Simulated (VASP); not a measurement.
Wanted: the native input for a VASP 6.6.1 run.

```yaml
Task: single point
Functional: LDA
Potentials_or_basis: VASP PAW LDA potentials, release 64 (Sr_sv)
Cutoff: 520 eV
k_mesh: 14 × 14 × 14
Occupations: gaussian, width 0.15 eV
Spin: no spin polarisation
Dipole_correction: no
Further_INCAR_settings: ALGO = Fast; EDIFF = 1e-06; NBANDS = 11
```

The structure of Sr lies in POSCAR:

```
Sr
1.0
   -2.4250000000      2.4250000000      2.3886250000
    2.4250000000     -2.4250000000      2.3886250000
    2.4250000000      2.4250000000     -2.3886250000
Sr
1
Direct
    0.0000000000      0.0000000000      0.0000000000
```

This cell differs from its parent crystal: strain +0.000 along x and y, -0.015 along z.

These files were run (other wordings do the same):

INCAR

```
PREC = Accurate ; ENCUT = 520
EDIFF = 1E-6 ; ISMEAR = 0
SIGMA = 0.15 ; LREAL = F
LASPH = T ; NELM = 60
ALGO = Fast ; ISIF = 2
LWAVE = F ; LCHARG = F
GGA = CA ; NBANDS = 11
```

KPOINTS

```
regular mesh
0
Gamma
  14 14 14
```

Potentials or basis: VASP PAW LDA potentials, release 64 (Sr_sv).

The run is started by

```sh
$ cat potpaw_LDA.64/Sr_sv/POTCAR > POTCAR
$ mpirun -np 1 vasp_std > vasp.out
```

It gave:

| Item | Value |
| --- | --- |
| Pressure | -1.7 GPa |
| Band gap on the k mesh | zero (bands 5 and 6 overlap by 0.37 eV) |

Caveat: the cell differs from its parent crystal (strain +0.000 along x and y, -0.015 along z).

Wall time 110 s on 1 thread of AMD EPYC 7R13 Processor (Zen 3) (shared host), peak memory 0.24 GiB.
